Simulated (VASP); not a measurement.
# In3Ga5As8 (R3m) in VASP: settings compared

In3Ga5As8 is run at these levels: PBEsol, r2SCAN; tasks: single point.

Program: VASP 6.6.1. These are calculated values, not measurements. Logs are shortened: lines on timing, memory, paths and dates and some standing lists are left out, and cuts for length are marked.

### 1 The cell of the first run

The structure is trigonal, space group R3m (No. 160). The conventional cell has a = 8.210 Å, b = 8.210 Å, c = 20.110 Å, α = 90.00°, β = 90.00°, γ = 120.00°. In (site symmetry m) has 4 As at 2.56 to 2.60 Å within 3.4 Å. Ga (site symmetry 3m) has 4 As at 2.41 to 2.48 Å within 3.2 Å. Ga (site symmetry m) has 4 As at 2.45 to 2.51 Å within 3.2 Å. Within 3.2 Å of Ga (site symmetry 3m) lie 4 As at 2.45 to 2.51 Å. As (site symmetry 3m) has 1 Ga at 2.41 Å and 3 In at 2.56 Å within 3.2 Å. Within 3.3 Å of As (site symmetry m) lie 3 Ga at 2.48 Å and 1 In at 2.60 Å. Within 3.2 Å of As (site symmetry m) lie 2 Ga at 2.45 Å and 2 In at 2.58 Å. Within 3.3 Å of As (site symmetry 3m) lie 4 Ga at 2.51 Å.

### 2 Single point, PBEsol

INCAR

```
  PREC = Accurate
  ENCUT = 500
  EDIFF = 1E-6
  ISMEAR = 0
  SIGMA = 0.01
  LREAL = F
  LASPH = T
  NELM = 120
  ALGO = Normal
  ISIF = 2
  LWAVE = F
  LCHARG = T
  GGA = PS
  LELF = T
  LVHAR = T
  NBANDS = 86
  GGA_COMPAT = F
```

KPOINTS

```
regular mesh
0
Gamma
  3 3 3
```

POSCAR

```
In3Ga5As8
1.0
    0.0000000000      5.8052000000      5.8052000000
    5.8052000000      0.0000000000      5.8052000000
    5.8052000000      5.8052000000      0.0000000000
In Ga As
3 5 8
Direct
   -0.0000727132     -0.0000727132     -0.0014600198
   -0.0000727132      0.5016054462     -0.0014600198
    0.5016054462     -0.0000727132     -0.0014600198
   -0.0005740746     -0.0005740746      0.5017222239
    0.0000597414      0.4998922867      0.5001556851
    0.4998922867      0.0000597414      0.5001556851
    0.5003172301      0.5003172301     -0.0009516903
    0.4998922867      0.4998922867      0.5001556851
    0.1194311163      0.1194311163      0.1417066511
    0.1298783231      0.1298783231      0.6105698766
    0.1354352143      0.6147263777      0.1351120304
    0.1298783231      0.6296734773      0.6105698766
    0.6147263777      0.1354352143      0.1351120304
    0.6296734773      0.1298783231      0.6105698766
    0.6147263777      0.6147263777      0.1351120304
    0.6252033006      0.6252033006      0.6243900983
```

Potentials or basis: VASP PAW PBE potentials, release 64 (In_d, Ga_d, As).

The run is started by

```bash
> cat potpaw_PBE.64/In_d/POTCAR potpaw_PBE.64/Ga_d/POTCAR potpaw_PBE.64/As/POTCAR > POTCAR
> mpirun -np 1 vasp_std > vasp.out
```

OUTCAR:

```text
PREC = Accurate
   ENCUT = 500
   EDIFF = 1E-6
   ISMEAR = 0
   LREAL = F
   LASPH = T
   NELM = 120
   ISIF = 2
   GGA = PS

 ion  position               nearest neighbor table
   1  1.000  1.000  0.999-   9 2.56  11 2.58  13 2.58  10 2.60
   2  1.000  0.502  0.999-   9 2.56  15 2.58  11 2.58  12 2.60
   3  0.502  1.000  0.999-   9 2.56  15 2.58  13 2.58  14 2.60
   4  0.999  0.999  0.502-   9 2.41  12 2.48  14 2.48  10 2.48
   5  0.000  0.500  0.500-  11 2.45  10 2.48  12 2.48  16 2.51
   6  0.500  0.000  0.500-  13 2.45  10 2.48  14 2.48  16 2.51
[... 8 lines left out ...]
  15  0.615  0.615  0.135-   7 2.45   8 2.45   2 2.58   3 2.58
  16  0.625  0.625  0.624-   7 2.51   6 2.51   5 2.51   8 2.51

  LATTYP: Found a face centered cubic cell.
 ALAT       =    11.6104000000

  Lattice vectors:

 A1 = (   0.0000000000,   5.8052000000,   5.8052000000)
 A2 = (   5.8052000000,   0.0000000000,   5.8052000000)
 A3 = (   5.8052000000,   5.8052000000,   0.0000000000)

Analysis of symmetry for initial positions (statically):
=====================================================================
 Subroutine PRICEL returns:
 Original cell was already a primitive cell.

 Routine SETGRP: Setting up the symmetry group for a
 face centered cubic supercell.

 Subroutine GETGRP returns: Found  6 space group operations
 (whereof  2 operations were pure point group operations)
 out of a pool of 48 trial point group operations.

The static configuration has the point symmetry C_1h.
 The point group associated with its full space group is C_3v.

Analysis of symmetry for dynamics (positions and initial velocities):
=====================================================================
 Subroutine PRICEL returns:
 Original cell was already a primitive cell.

 Routine SETGRP: Setting up the symmetry group for a
 face centered cubic supercell.

 Subroutine GETGRP returns: Found  6 space group operations
 (whereof  2 operations were pure point group operations)
 out of a pool of 48 trial point group operations.

The dynamic configuration has the point symmetry C_1h.
 The point group associated with its full space group is C_3v.

 Subroutine INISYM returns: Found  6 space group operations
 (whereof  2 operations are pure point group operations),
 and found     1 'primitive' translations

----------------------------------------------------------------------------------------

                                     Primitive cell

  volume of cell :     391.2745

  direct lattice vectors                    reciprocal lattice vectors
     0.000000000  5.805200000  5.805200000    -0.086129677  0.086129677  0.086129677
     5.805200000  0.000000000  5.805200000     0.086129677 -0.086129677  0.086129677
     5.805200000  5.805200000  0.000000000     0.086129677  0.086129677 -0.086129677

  length of vectors
     8.209792572  8.209792572  8.209792572     0.149180976  0.149180976  0.149180976

  position of ions in fractional coordinates (direct lattice)
     0.999927287  0.999927287  0.998539980
     0.999927287  0.501605446  0.998539980
     0.501605446  0.999927287  0.998539980
     0.999425925  0.999425925  0.501722224
     0.000059741  0.499892287  0.500155685
     0.499892287  0.000059741  0.500155685
[... 8 lines left out ...]
     0.614726378  0.614726378  0.135112030
     0.625203301  0.625203301  0.624390098

  ion indices of the primitive-cell ions
   primitive index   ion index
                 1           1
                 2           2
                 3           3
                 4           4
                 5           5
                 6           6
[... 8 lines left out ...]
                15          15
                16          16

----------------------------------------------------------------------------------------

 KPOINTS: regular mesh

Automatic generation of k-mesh.
 Grid dimensions read from file:
 generate k-points for:    3    3    3

 Generating k-lattice:

  Cartesian coordinates                     Fractional coordinates (reciprocal lattice)
    -0.028709892  0.028709892  0.028709892     0.333333333  0.000000000  0.000000000
     0.028709892 -0.028709892  0.028709892     0.000000000  0.333333333  0.000000000
     0.028709892  0.028709892 -0.028709892     0.000000000  0.000000000  0.333333333

  Length of vectors
     0.049726992  0.049726992  0.049726992

  Shift w.r.t. Gamma in fractional coordinates (k-lattice)
     0.000000000  0.000000000  0.000000000

 Subroutine IBZKPT returns following result:
 ===========================================

 Found      6 irreducible k-points:

 Following reciprocal coordinates:
            Coordinates               Weight
  0.000000  0.000000  0.000000      1.000000
  0.333333  0.000000  0.000000      6.000000
  0.000000  0.000000  0.333333      2.000000
  0.333333  0.333333  0.000000      6.000000
 -0.333333  0.333333  0.000000      6.000000
  0.000000 -0.333333  0.333333      6.000000
   k-points           NKPTS =      6   k-points in BZ     NKDIM =      6   number of bands    NBANDS=     86
   number of dos      NEDOS =    301   number of ions     NIONS =     16
   total plane-waves  NPLWV = 216000
   dimension x,y,z NGX =    60 NGY =   60 NGZ =   60
   dimension x,y,z NGXF=   120 NGYF=  120 NGZF=  120
   ions per type =               3   5   8
   NGX,Y,Z   is equivalent  to a cutoff of  12.15, 12.15, 12.15 a.u.
   NGXF,Y,Z  is equivalent  to a cutoff of  24.30, 24.30, 24.30 a.u.
 SYSTEM =  unknown system
   PREC   = accura    normal or accurate (medium, high low for compatibility)
   ISTART =      0    job   : 0-new  1-cont  2-samecut
   ICHARG =      2    charge: 1-file 2-atom 10-const
   ISPIN  =      1    spin polarized calculation?
   LNONCOLLINEAR =      F non collinear calculations
   LSORBIT =      F    spin-orbit coupling
   LASPH  =      T    aspherical Exc in radial PAW
   ENCUT  =  500.0 eV  36.75 Ry    6.06 a.u.  14.97 14.97 14.97*2*pi/ulx,y,z
   NELM   =    120;   NELMIN=  2; NELMDL= -5     # of ELM steps
   EDIFF  = 0.1E-05   stopping-criterion for ELM
   LREAL  =      F    real-space projection
   EDIFFG = 0.1E-04   stopping-criterion for IOM
   NSW    =      0    number of steps for IOM
   IBRION =     -1    ionic relax: 0-MD 1-quasi-New 2-CG
   NFREE  =      0    steps in history (QN), initial steepest desc. (CG)
   ISIF   =      2    stress and relaxation
   ISYM   =      2    0-nonsym 1-usesym 2-fastsym
   POTIM  = 0.5000    time-step for ionic-motion
   TEBEG  =    0.0;   TEEND  =   0.0 temperature during run
   PSTRESS=    0.0 pullay stress
   NELECT =     144.0000    total number of electrons
   NUPDOWN=      -1.0000    fix difference up-down
   EMIN   =  10.00;   EMAX   =-10.00  energy-range for DOS
   EFERMI =   0.00;   METHOD = LEGACY
   ISMEAR =     0;   SIGMA  =   0.01  broadening in eV -4-tet -1-fermi 0-gaus
   EFERMI_NEDOS =   21; number of points for ismear=-14 and -15
   IALGO  =     38    algorithm
   IMIX   =      4    mixing-type and parameters
     AMIX     =   0.40;   BMIX     =  1.00
     AMIX_MAG =   1.60;   BMIX_MAG =  1.00
  volume/ion in A,a.u.               =      24.45       165.03
  Fermi-wavevector in a.u.,A,eV,Ry     =   1.173190  2.217008 18.726726  1.376376
  Thomas-Fermi vector in A             =   2.309607
   LORBIT       =      0    0 simple, 1 ext, 2 COOP (PROOUT), +10 PAW based schemes
   GGA     = PS    functional components
   LHFCALC =     F    Hartree Fock is set to
   AEXX    =    0.0000 exact exchange contribution
   IVDW    =     0    specifies the selected vdW correction
   LEPSILON=     F    determine dielectric tensor
   LRPA    =     F    only Hartree local field effects (RPA)
 non-spin polarized calculation
 Gauss-broadening in eV      SIGMA  =   0.01
  energy-cutoff  :      500.00
  volume of cell :      391.27
 maximum number of plane-waves:      9961
   NGX = 29   NGY = 29   NGZ = 29

 number of electron     144.0000067 magnetization

 Free energy of the ion-electron system (eV)
  ---------------------------------------------------
  ext. energy  EPLUGINS =         0.00000000
  ---------------------------------------------------
  free energy    TOTEN  =       -70.30643121 eV

  energy without entropy =      -70.30601329  energy(sigma->0) =      -70.30622225

 E-fermi :   4.1268     XC(G=0):  -9.5766

 val. band max:        4.1267797733   @ k =   0.0000   0.0000   0.0000
 cond. band min:       4.1267799843   @ k =   0.0000   0.0000   0.0000
 fundamental gap:      0.0000002110
 Fermi energy:         4.1267798788

 k-point     1 :       0.0000    0.0000    0.0000
  band No.  band energies     occupation
      1     -10.8237      2.00000
      2     -10.8237      2.00000
      3     -10.8234      2.00000
      4     -10.8052      2.00000
      5     -10.7920      2.00000
      6     -10.7920      2.00000
[... 76 lines left out ...]
     83       5.8912      0.00000
     84       7.7621      0.00000

 k-point     2 :       0.3333    0.0000    0.0000
  band No.  band energies     occupation
      1     -10.8181      2.00000
      2     -10.8179      2.00000
      3     -10.8170      2.00000
      4     -10.8053      2.00000
      5     -10.7926      2.00000
      6     -10.7879      2.00000
[... 76 lines left out ...]
     83       7.2730      0.00000
     84       8.1916      0.00000

 k-point     3 :       0.0000    0.0000    0.3333
  band No.  band energies     occupation
      1     -10.8201      2.00000
      2     -10.8201      2.00000
      3     -10.8192      2.00000
      4     -10.8015      2.00000
      5     -10.7898      2.00000
      6     -10.7898      2.00000
[... 76 lines left out ...]
     83       7.2681      0.00000
     84       8.1956      0.00000

 k-point     4 :       0.3333    0.3333    0.0000
  band No.  band energies     occupation
      1     -10.8171      2.00000
      2     -10.8169      2.00000
      3     -10.8154      2.00000
      4     -10.8039      2.00000
      5     -10.7901      2.00000
      6     -10.7879      2.00000
[... 76 lines left out ...]
     83       7.4031      0.00000
     84       7.4239      0.00000

 k-point     5 :      -0.3333    0.3333    0.0000
  band No.  band energies     occupation
      1     -10.8148      2.00000
      2     -10.8137      2.00000
      3     -10.8120      2.00000
      4     -10.8055      2.00000
      5     -10.7919      2.00000
      6     -10.7848      2.00000
[... 76 lines left out ...]
     83       7.7576      0.00000
     84       7.9704      0.00000

 k-point     6 :       0.0000   -0.3333    0.3333
  band No.  band energies     occupation
      1     -10.8155      2.00000
      2     -10.8153      2.00000
      3     -10.8139      2.00000
      4     -10.8034      2.00000
      5     -10.7903      2.00000
      6     -10.7856      2.00000
[... 76 lines left out ...]
     83       7.7047      0.00000
     84       7.7385      0.00000
 [bands above 84 left out]

------------------------ aborting loop because EDIFF is reached ----------------------------------------

  FORCE on cell =-STRESS in cart. coord.  units (eV):
  Direction    XX          YY          ZZ          XY          YZ          ZX
  --------------------------------------------------------------------------------------
  -------------------------------------------------------------------------------------
  Total        2.1861643      2.1861643      2.1861643      0.2350941     -0.2350941     -0.2350941
  in kB        8.9518302      8.9518302      8.9518302      0.9626554     -0.9626554     -0.9626554
  external PRESSURE =       8.9518302 kB  Pullay stress =       0.0000000 kB

 VOLUME and BASIS-vectors are now :
 -----------------------------------------------------------------------------
  energy-cutoff  :      500.00
  volume of cell :      391.27
      direct lattice vectors                 reciprocal lattice vectors
     0.000000000  5.805200000  5.805200000    -0.086129677  0.086129677  0.086129677
     5.805200000  0.000000000  5.805200000     0.086129677 -0.086129677  0.086129677
     5.805200000  5.805200000  0.000000000     0.086129677  0.086129677 -0.086129677

 POSITION                                       TOTAL-FORCE (eV/Angst)
 -----------------------------------------------------------------------------------
     11.60150     11.60150     11.60956         0.000321      0.000321      0.000340
      8.70864     11.60150      8.71670        -0.000340      0.000321     -0.000321
     11.60150      8.70864      8.71670         0.000321     -0.000340     -0.000321
      8.71447      8.71447     11.60373         0.001746      0.001746     -0.001746
      5.80548      2.90385      2.90232         0.001769      0.001362     -0.001769
      2.90385      5.80548      2.90232         0.001362      0.001769     -0.001769
[... 8 lines left out ...]
      4.35296      4.35296      7.13722        -0.000735     -0.000735      0.001893
      7.25414      7.25414      7.25886         0.001290      0.001290     -0.001290
 -----------------------------------------------------------------------------------
    total drift:                                0.000710      0.000710     -0.000701

  FREE ENERGIE OF THE ION-ELECTRON SYSTEM (eV)
  ---------------------------------------------------
  free  energy   TOTEN  =       -70.3064312080 eV

  energy  without entropy=      -70.3060132898  energy(sigma->0) =      -70.30622225
```

Wall time 4 min (1 thread of Intel Xeon Platinum 8488C (Sapphire Rapids), shared host); peak memory 0.58 GiB.

What came out:

```
Free energy            : -70.3064 eV
Pressure               : 0.9 GPa
Largest force          : 0.003 eV/Å
Band gap on the k mesh : zero (filled and empty bands touch)
```

Forces on the atoms (eV/Å):
```
In   0.000  0.000  0.000
In   0.000  0.000  0.000
In   0.000  0.000  0.000
Ga   0.002  0.002 -0.002
Ga   0.002  0.001 -0.002
Ga   0.001  0.002 -0.002
Ga  -0.001 -0.001  0.001
Ga   0.002  0.002 -0.001
As  -0.001 -0.001  0.001
As  -0.002 -0.002 -0.001
As  -0.001 -0.002  0.001
As   0.001 -0.002  0.002
As  -0.002 -0.001  0.001
As  -0.002  0.001  0.002
As  -0.001 -0.001  0.002
As   0.001  0.001 -0.001
```

Caveat: semilocal functionals underestimate gaps, so a narrow gap can read as zero; the PAW data sets were made with another functional, which shifts forces and pressure a little; spin-orbit coupling is left out, which moves the levels of the heavy elements.

(Continued in part 2 of 2.)
